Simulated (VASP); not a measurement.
Si, 2 atoms in the cell. It takes space group P6/mmm (No. 191, hexagonal). Conventional cell: a = 4.175 Å, b = 4.175 Å, c = 2.690 Å, α = 90.00°, β = 90.00°, γ = 120.00°. Within 3.2 Å of Si (site symmetry -6m2) lie 5 Si at 2.41 to 2.69 Å. 

```yaml
Program: VASP 6.6.1
Task: single point
Functional: PBE
Potentials_or_basis: VASP PAW PBE potentials, release 64 (Si)
Cutoff: 520 eV
k_mesh: 8 × 8 × 10
Occupations: fermi-dirac, width 0.05 eV
Spin: no spin polarisation
Dipole_correction: no
Further_INCAR_settings: ALGO = Normal; EDIFF = 1e-06; NBANDS = 11
```

Potentials or basis: VASP PAW PBE potentials, release 64 (Si).

Launch:

```sh
$ cat potpaw_PBE.64/Si/POTCAR > POTCAR
$ mpirun -np 1 vasp_std > vasp.out
```

Hardware: 1 thread of Intel(R) Xeon(R) Platinum 8488C (Sapphire Rapids), on a shared host.

How long does it take, and how much memory?

It took 28 s on 1 thread of Intel(R) Xeon(R) Platinum 8488C (Sapphire Rapids) (shared host), peak memory 0.17 GiB. Counts: scf iterations 11, k points 126.
